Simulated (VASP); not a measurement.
# SnO2 (P4_2/mnm) in VASP: notebook

The runs below take SnO2 through single point, with r2SCAN.

Everything below comes from runs of VASP 6.6.1. Logs are shortened: lines on timing, memory, paths and dates and some standing lists are left out, and cuts for length are marked.

## 1. The cell of the first run

Symmetry: P4_2/mnm, No. 136, tetragonal system. The conventional cell has a = 4.813 Å, b = 4.813 Å, c = 3.057 Å, α = 90.00°, β = 90.00°, γ = 90.00°. Within 2.7 Å of Sn (site symmetry mmm) lie 6 O at 2.03 to 2.07 Å. Within 2.7 Å of O (site symmetry m2m) lie 3 Sn at 2.03 to 2.07 Å and 1 O at 2.66 Å.

## 2. Single point, r2SCAN (uniaxial strain along c: -4.5 %)

POSCAR reads:

```
SnO2
1.0
    4.8127415716      0.0000000000      0.0000000000
    0.0000000000      4.8127415716      0.0000000000
    0.0000000000      0.0000000000      3.0572128162
Sn O
2 4
Direct
    0.5000000000      0.5000000000      0.5000000000
    0.0000000000      0.0000000000      0.0000000000
    0.1952011047      0.8047988953      0.5000000000
    0.8047988953      0.1952011047      0.5000000000
    0.3047988953      0.3047988953      0.0000000000
    0.6952011047      0.6952011047      0.0000000000
```

INCAR.step1 reads:

```
SYSTEM = SnO2
PREC = Accurate
ENCUT = 520
ISMEAR = 0
SIGMA = 0.02
LREAL = .False.
LASPH = .True.
NELM = 100
NBANDS = 35
GGA = PE
ALGO = Normal
EDIFF = 1E-4
LWAVE = .True.
LCHARG = .False.
```

INCAR.step2 reads:

```
SYSTEM = SnO2
PREC = Accurate
ENCUT = 520
EDIFF = 1E-6
ISMEAR = 0
SIGMA = 0.02
LREAL = .False.
LASPH = .True.
NELM = 100
ALGO = Normal
ISIF = 2
LWAVE = .False.
LCHARG = .False.
METAGGA = R2SCAN
LMIXTAU = .True.
NBANDS = 35
ISTART = 1
```

KPOINTS reads:

```
regular mesh
0
Gamma
  6 6 8
  0 0 0
```

Potentials or basis: VASP PAW PBE potentials, release 64 (Sn_d, O).

On the command line:

```bash
cat potpaw_PBE.64/Sn_d/POTCAR potpaw_PBE.64/O/POTCAR > POTCAR
cp INCAR.step1 INCAR
mpirun -np 1 vasp_std > vasp.out
cp INCAR.step2 INCAR
mpirun -np 1 vasp_std > vasp.out
```

OUTCAR:

```text
SYSTEM = SnO2
   PREC = Accurate
   ENCUT = 520
   EDIFF = 1E-6
   ISMEAR = 0
   LREAL = .False.
   LASPH = .True.
   NELM = 100
   ISIF = 2
   METAGGA = R2SCAN
   ISTART = 1

 ion  position               nearest neighbor table
   1  0.500  0.500  0.500-   5 2.03   6 2.03   5 2.03   6 2.03   3 2.07   4 2.07   2 3.73   2 3.73
                             2 3.73   2 3.73   2 3.73   2 3.73   2 3.73   2 3.73
   2  0.000  0.000  0.000-   3 2.03   4 2.03   3 2.03   4 2.03   5 2.07   6 2.07   1 3.73   1 3.73
                             1 3.73   1 3.73   1 3.73   1 3.73   1 3.73   1 3.73
   3  0.195  0.805  0.500-   2 2.03   2 2.03   1 2.07
   4  0.805  0.195  0.500-   2 2.03   2 2.03   1 2.07
   5  0.305  0.305  0.000-   1 2.03   1 2.03   2 2.07
   6  0.695  0.695  0.000-   1 2.03   1 2.03   2 2.07

  LATTYP: Found a simple tetragonal cell.
 ALAT       =     4.8127415716
 C/A-ratio  =     0.6352331142

  Lattice vectors:

 A1 = (   4.8127415716,   0.0000000000,   0.0000000000)
 A2 = (   0.0000000000,   4.8127415716,   0.0000000000)
 A3 = (   0.0000000000,   0.0000000000,   3.0572128162)

Analysis of symmetry for initial positions (statically):
=====================================================================
 Subroutine PRICEL returns:
 Original cell was already a primitive cell.

 Routine SETGRP: Setting up the symmetry group for a
 simple tetragonal supercell.

 Subroutine GETGRP returns: Found 16 space group operations
 (whereof  8 operations were pure point group operations)
 out of a pool of 16 trial point group operations.

The static configuration has the point symmetry D_2h.
 The point group associated with its full space group is D_4h.

Analysis of symmetry for dynamics (positions and initial velocities):
=====================================================================
 Subroutine PRICEL returns:
 Original cell was already a primitive cell.

 Routine SETGRP: Setting up the symmetry group for a
 simple tetragonal supercell.

 Subroutine GETGRP returns: Found 16 space group operations
 (whereof  8 operations were pure point group operations)
 out of a pool of 16 trial point group operations.

The dynamic configuration has the point symmetry D_2h.
 The point group associated with its full space group is D_4h.

 Subroutine INISYM returns: Found 16 space group operations
 (whereof  8 operations are pure point group operations),
 and found     1 'primitive' translations

----------------------------------------------------------------------------------------

[... 105 lines left out ...]
   NFREE  =      0    steps in history (QN), initial steepest desc. (CG)
   ISIF   =      2    stress and relaxation
   ISYM   =      2    0-nonsym 1-usesym 2-fastsym
   POTIM  = 0.5000    time-step for ionic-motion
   TEBEG  =    0.0;   TEEND  =   0.0 temperature during run
   PSTRESS=    0.0 pullay stress
   NELECT =      52.0000    total number of electrons
   NUPDOWN=      -1.0000    fix difference up-down
   EMIN   =  10.00;   EMAX   =-10.00  energy-range for DOS
   EFERMI =   0.00;   METHOD = LEGACY
   ISMEAR =     0;   SIGMA  =   0.02  broadening in eV -4-tet -1-fermi 0-gaus
   EFERMI_NEDOS =   21; number of points for ismear=-14 and -15
   IALGO  =     38    algorithm
   IMIX   =      4    mixing-type and parameters
     AMIX     =   0.40;   BMIX     =  1.00
     AMIX_MAG =   1.60;   BMIX_MAG =  1.00
  volume/ion in A,a.u.               =      11.80        79.64
  Fermi-wavevector in a.u.,A,eV,Ry     =   1.476972  2.791073 29.680392  2.181447
  Thomas-Fermi vector in A             =   2.591434
   LORBIT       =      0    0 simple, 1 ext, 2 COOP (PROOUT), +10 PAW based schemes
   METAGGA = R2SCAN    functional components
   LHFCALC =     F    Hartree Fock is set to
   AEXX    =    0.0000 exact exchange contribution
   IVDW    =     0    specifies the selected vdW correction
   LEPSILON=     F    determine dielectric tensor
   LRPA    =     F    only Hartree local field effects (RPA)
 non-spin polarized calculation
 Gauss-broadening in eV      SIGMA  =   0.02
  energy-cutoff  :      520.00
  volume of cell :       70.81
 maximum number of plane-waves:      1940
 NGX is ok and might be reduce to    36
   NGX = 17   NGY = 17   NGZ = 11

 number of electron      52.0000003 magnetization

 Free energy of the ion-electron system (eV)
  ---------------------------------------------------
  ext. energy  EPLUGINS =         0.00000000
  ---------------------------------------------------
  free energy    TOTEN  =       -84.42990671 eV

  energy without entropy =      -84.42990671  energy(sigma->0) =      -84.42990671

 E-fermi :   5.9302     XC(G=0): -12.0856

 val. band max:        5.8107991891   @ k =   0.0000   0.0000   0.0000
 cond. band min:       8.0434728421   @ k =   0.0000   0.0000   0.0000
 fundamental gap:      2.2326736530
 Fermi energy:         5.9302086453

 k-point     1 :       0.0000    0.0000    0.0000
  band No.  band energies     occupation
      1     -16.0317      2.00000
      2     -15.1968      2.00000
      3     -14.6503      2.00000
      4     -14.6503      2.00000
      5     -14.6381      2.00000
      6     -14.4938      2.00000
[... 901 lines left out ...]
     34      19.0839      0.00000
     35      19.5936      0.00000

 [... further k-points ...]

------------------------ aborting loop because EDIFF is reached ----------------------------------------

  FORCE on cell =-STRESS in cart. coord.  units (eV):
  Direction    XX          YY          ZZ          XY          YZ          ZX
  --------------------------------------------------------------------------------------
  -------------------------------------------------------------------------------------
  Total        1.5360275      1.5360275      9.2173588     -0.0000000      0.0000000      0.0000000
  in kB       34.7535226     34.7535226    208.5481392     -0.0000000      0.0000000      0.0000000
  external PRESSURE =      92.6850615 kB  Pullay stress =       0.0000000 kB

 VOLUME and BASIS-vectors are now :
 -----------------------------------------------------------------------------
  energy-cutoff  :      520.00
  volume of cell :       70.81
      direct lattice vectors                 reciprocal lattice vectors
     4.812741572  0.000000000  0.000000000     0.207781778  0.000000000  0.000000000
     0.000000000  4.812741572  0.000000000     0.000000000  0.207781778  0.000000000
     0.000000000  0.000000000  3.057212816     0.000000000  0.000000000  0.327095319

 POSITION                                       TOTAL-FORCE (eV/Angst)
 -----------------------------------------------------------------------------------
      2.40637      2.40637      1.52861         0.000000      0.000000     -0.000000
      0.00000      0.00000      0.00000         0.000000      0.000000     -0.000000
      0.93945      3.87329      1.52861         0.150559     -0.150559     -0.000000
      3.87329      0.93945      1.52861        -0.150559      0.150559     -0.000000
      1.46692      1.46692      0.00000        -0.150559     -0.150559      0.000000
      3.34582      3.34582      0.00000         0.150559      0.150559     -0.000000
 -----------------------------------------------------------------------------------
    total drift:                                0.000000      0.000000      0.000000

  FREE ENERGIE OF THE ION-ELECTRON SYSTEM (eV)
  ---------------------------------------------------
  free  energy   TOTEN  =       -84.4299067124 eV

  energy  without entropy=      -84.4299067124  energy(sigma->0) =      -84.42990671
```

OUTCAR.step1:

```text
SYSTEM = SnO2
   PREC = Accurate
   ENCUT = 520
   ISMEAR = 0
   LREAL = .False.
   LASPH = .True.
   NELM = 100
[... 1153 lines left out ...]
      3.87329      0.93945      1.52861        -0.186303      0.186303      0.000000
      1.46692      1.46692      0.00000        -0.186303     -0.186303     -0.000000
      3.34582      3.34582      0.00000         0.186303      0.186303      0.000000
 -----------------------------------------------------------------------------------
    total drift:                                0.000000      0.000000      0.000000

  FREE ENERGIE OF THE ION-ELECTRON SYSTEM (eV)
  ---------------------------------------------------
  free  energy   TOTEN  =       -36.9383634571 eV

  energy  without entropy=      -36.9383634571  energy(sigma->0) =      -36.93836346
```

OSZICAR.step1:

```text
N       E                     dE             d eps       ncg     rms          rms(c)
DAV:   1     0.644045883947E+03    0.64405E+03   -0.25646E+04  3841   0.234E+03
DAV:   2     0.579177458542E+02   -0.58613E+03   -0.55247E+03  3788   0.618E+02
DAV:   3    -0.382110933982E+02   -0.96129E+02   -0.94691E+02  3793   0.210E+02
DAV:   4    -0.430630021971E+02   -0.48519E+01   -0.48199E+01  4438   0.509E+01
DAV:   5    -0.431863937614E+02   -0.12339E+00   -0.12324E+00  4375   0.851E+00    0.163E+01
DAV:   6    -0.368406072762E+02    0.63458E+01   -0.17382E+01  5525   0.637E+01    0.645E+00
DAV:   7    -0.369642781251E+02   -0.12367E+00   -0.20853E+00  4058   0.806E+00    0.327E+00
DAV:   8    -0.369438410445E+02    0.20437E-01   -0.15232E-01  5068   0.435E+00    0.778E-01
DAV:   9    -0.369376420390E+02    0.61990E-02   -0.33378E-02  5738   0.306E+00    0.132E-01
DAV:  10    -0.369382321759E+02   -0.59014E-03   -0.37094E-03  4144   0.436E-01    0.647E-02
DAV:  11    -0.369383635368E+02   -0.13136E-03   -0.19929E-04  3572   0.110E-01    0.125E-02
DAV:  12    -0.369383634571E+02    0.79655E-07   -0.25974E-05  2293   0.496E-02
   1 F= -.36938363E+02 E0= -.36938363E+02  d E =-.198172E-12
```

Run time: 4.6 min. Hardware: 1 thread of Intel Xeon 6975P-C (Granite Rapids), shared host; peak memory 0.24 GiB.

Results:

```
Free energy            : -84.4299 eV
Pressure               : 9.3 GPa
Largest force          : 0.213 eV/Å
Band gap on the k mesh : 2.23 eV, direct
```

Forces in eV/Å, atoms in the order of the input:
```
Sn   0.000  0.000  0.000
Sn   0.000  0.000  0.000
O    0.151 -0.151  0.000
O   -0.151  0.151  0.000
O   -0.151 -0.151  0.000
O    0.151  0.151  0.000
```

Caveat: the cell differs from its parent crystal (uniaxial strain along c: -4.5 %); the PAW data sets were made with another functional, which shifts forces and pressure a little; spin-orbit coupling is left out, which moves the levels of the heavy elements.

## 3. Single point, r2SCAN (uniaxial strain along c: -3.0 %)

POSCAR reads:

```
SnO2
1.0
    4.7948945694      0.0000000000      0.0000000000
    0.0000000000      4.7948945694      0.0000000000
    0.0000000000      0.0000000000      3.1052318657
Sn O
2 4
Direct
    0.5000000000      0.5000000000      0.5000000000
    0.0000000000      0.0000000000      0.0000000000
    0.1946102694      0.8053897306      0.5000000000
    0.8053897306      0.1946102694      0.5000000000
    0.3053897306      0.3053897306      0.0000000000
    0.6946102694      0.6946102694      0.0000000000
```

INCAR.step1 reads:

```
SYSTEM = SnO2
  PREC = Accurate
  ENCUT = 520
  ISMEAR = 0
  SIGMA = 0.02
  LREAL = .FALSE.
  LASPH = .TRUE.
  NELM = 60
  NBANDS = 35
  GGA = PE
  ALGO = Normal
  EDIFF = 1E-4
  LWAVE = .TRUE.
  LCHARG = .FALSE.
```

INCAR.step2 reads:

```
SYSTEM = SnO2
  PREC = Accurate
  ENCUT = 520
  EDIFF = 1E-6
  ISMEAR = 0
  SIGMA = 0.02
  LREAL = .FALSE.
  LASPH = .TRUE.
  NELM = 60
  ALGO = Normal
  ISIF = 2
  LWAVE = .FALSE.
  LCHARG = .FALSE.
  METAGGA = R2SCAN
  LMIXTAU = .TRUE.
  NBANDS = 35
  ISTART = 1
```

KPOINTS reads:

```
Automatic mesh
0
G
  6 6 8
  0 0 0
```

Potentials or basis: VASP PAW PBE potentials, release 64 (Sn_d, O).

On the command line:

```bash
cat potpaw_PBE.64/Sn_d/POTCAR potpaw_PBE.64/O/POTCAR > POTCAR
cp INCAR.step1 INCAR
mpirun -np 1 vasp_std > vasp.out
cp INCAR.step2 INCAR
mpirun -np 1 vasp_std > vasp.out
```

OUTCAR:

```text
SYSTEM = SnO2
   PREC = Accurate
   ENCUT = 520
   EDIFF = 1E-6
   ISMEAR = 0
   LREAL = .FALSE.
   LASPH = .TRUE.
   NELM = 60
   ISIF = 2
   METAGGA = R2SCAN
   ISTART = 1

 ion  position               nearest neighbor table
   1  0.500  0.500  0.500-   5 2.04   6 2.04   5 2.04   6 2.04   3 2.07   4 2.07   2 3.73   2 3.73
                             2 3.73   2 3.73   2 3.73   2 3.73   2 3.73   2 3.73
   2  0.000  0.000  0.000-   3 2.04   4 2.04   3 2.04   4 2.04   5 2.07   6 2.07   1 3.73   1 3.73
                             1 3.73   1 3.73   1 3.73   1 3.73   1 3.73   1 3.73
   3  0.195  0.805  0.500-   2 2.04   2 2.04   1 2.07
   4  0.805  0.195  0.500-   2 2.04   2 2.04   1 2.07
   5  0.305  0.305  0.000-   1 2.04   1 2.04   2 2.07
   6  0.695  0.695  0.000-   1 2.04   1 2.04   2 2.07

  LATTYP: Found a simple tetragonal cell.
 ALAT       =     4.7948945694
 C/A-ratio  =     0.6476121259

  Lattice vectors:

 A1 = (   4.7948945694,   0.0000000000,   0.0000000000)
 A2 = (   0.0000000000,   4.7948945694,   0.0000000000)
 A3 = (   0.0000000000,   0.0000000000,   3.1052318657)

[... 181 lines left out ...]
  free energy    TOTEN  =       -84.53796912 eV

  energy without entropy =      -84.53796912  energy(sigma->0) =      -84.53796912

 E-fermi :   5.8196     XC(G=0): -12.0452

 val. band max:        5.7240840557   @ k =   0.0000   0.0000   0.0000
 cond. band min:       7.8173835785   @ k =   0.0000   0.0000   0.0000
 fundamental gap:      2.0932995228
 Fermi energy:         5.8196252463

 k-point     1 :       0.0000    0.0000    0.0000
  band No.  band energies     occupation
      1     -16.0774      2.00000
      2     -15.2157      2.00000
      3     -14.7561      2.00000
      4     -14.7561      2.00000
      5     -14.7358      2.00000
      6     -14.6278      2.00000
[... 901 lines left out ...]
     34      19.0026      0.00000
     35      19.4388      0.00000

 [... further k-points ...]
[... 5 lines left out ...]
  --------------------------------------------------------------------------------------
  -------------------------------------------------------------------------------------
  Total        1.1567837      1.1567837      6.2035840      0.0000000      0.0000000      0.0000000
  in kB       25.9603524     25.9603524    139.2198262      0.0000000      0.0000000      0.0000000
  external PRESSURE =      63.7135103 kB  Pullay stress =       0.0000000 kB

 VOLUME and BASIS-vectors are now :
 -----------------------------------------------------------------------------
  energy-cutoff  :      520.00
  volume of cell :       71.39
      direct lattice vectors                 reciprocal lattice vectors
     4.794894569  0.000000000  0.000000000     0.208555159  0.000000000  0.000000000
     0.000000000  4.794894569  0.000000000     0.000000000  0.208555159  0.000000000
     0.000000000  0.000000000  3.105231866     0.000000000  0.000000000  0.322037144

 POSITION                                       TOTAL-FORCE (eV/Angst)
 -----------------------------------------------------------------------------------
      2.39745      2.39745      1.55262        -0.000000      0.000000      0.000000
      0.00000      0.00000      0.00000        -0.000000      0.000000      0.000000
      0.93314      3.86176      1.55262         0.119747     -0.119747      0.000000
      3.86176      0.93314      1.55262        -0.119747      0.119747      0.000000
      1.46431      1.46431      0.00000        -0.119747     -0.119747      0.000000
      3.33058      3.33058      0.00000         0.119747      0.119747      0.000000
 -----------------------------------------------------------------------------------
    total drift:                                0.000000      0.000000      0.000000

  FREE ENERGIE OF THE ION-ELECTRON SYSTEM (eV)
  ---------------------------------------------------
  free  energy   TOTEN  =       -84.5379691208 eV

  energy  without entropy=      -84.5379691208  energy(sigma->0) =      -84.53796912
```

OUTCAR.step1:

```text
SYSTEM = SnO2
   PREC = Accurate
   ENCUT = 520
   ISMEAR = 0
   LREAL = .FALSE.
   LASPH = .TRUE.
   NELM = 60
[... 1153 lines left out ...]
      3.86176      0.93314      1.55262        -0.149216      0.149216      0.000000
      1.46431      1.46431      0.00000        -0.149216     -0.149216      0.000000
      3.33058      3.33058      0.00000         0.149216      0.149216      0.000000
 -----------------------------------------------------------------------------------
    total drift:                                0.000000      0.000000      0.000000

  FREE ENERGIE OF THE ION-ELECTRON SYSTEM (eV)
  ---------------------------------------------------
  free  energy   TOTEN  =       -37.0745219186 eV

  energy  without entropy=      -37.0745219186  energy(sigma->0) =      -37.07452192
```

OSZICAR.step1:

```text
N       E                     dE             d eps       ncg     rms          rms(c)
DAV:   1     0.637075930396E+03    0.63708E+03   -0.25569E+04  3892   0.232E+03
DAV:   2     0.568911152338E+02   -0.58018E+03   -0.54836E+03  3796   0.611E+02
DAV:   3    -0.383928463231E+02   -0.95284E+02   -0.93333E+02  3772   0.208E+02
DAV:   4    -0.431877732153E+02   -0.47949E+01   -0.47602E+01  4464   0.502E+01
DAV:   5    -0.433095222900E+02   -0.12175E+00   -0.12157E+00  4419   0.846E+00    0.162E+01
DAV:   6    -0.369803447586E+02    0.63292E+01   -0.17553E+01  5513   0.638E+01    0.636E+00
DAV:   7    -0.371010035505E+02   -0.12066E+00   -0.20584E+00  4072   0.798E+00    0.325E+00
DAV:   8    -0.370801344734E+02    0.20869E-01   -0.15559E-01  5129   0.424E+00    0.766E-01
DAV:   9    -0.370737781981E+02    0.63563E-02   -0.33504E-02  5727   0.301E+00    0.131E-01
DAV:  10    -0.370743965302E+02   -0.61833E-03   -0.36686E-03  4317   0.442E-01    0.599E-02
DAV:  11    -0.370745217216E+02   -0.12519E-03   -0.17918E-04  3506   0.103E-01    0.124E-02
DAV:  12    -0.370745219186E+02   -0.19707E-06   -0.23060E-05  2235   0.462E-02
   1 F= -.37074522E+02 E0= -.37074522E+02  d E =-.196499E-27
```

Run time: 4.8 min. Hardware: 1 thread of Intel Xeon 6975P-C (Granite Rapids), shared host; peak memory 0.24 GiB.

Results:

| Item | Value |
| --- | --- |
| Free energy | -84.5380 eV |
| Pressure | 6.4 GPa |
| Largest force | 0.169 eV/Å |
| Band gap on the k mesh | 2.09 eV, direct |

Forces in eV/Å, atoms in the order of the input:
```
Sn   0.000  0.000  0.000
Sn   0.000  0.000  0.000
O    0.120 -0.120  0.000
O   -0.120  0.120  0.000
O   -0.120 -0.120  0.000
O    0.120  0.120  0.000
```

Stress tensor (GPa, compression positive):
```
 2.60  0.00  0.00
 0.00  2.60  0.00
 0.00  0.00 13.92
```

Caveat: the cell differs from its parent crystal (uniaxial strain along c: -3.0 %); the PAW data sets were made with another functional, which shifts forces and pressure a little; spin-orbit coupling is left out, which moves the levels of the heavy elements.
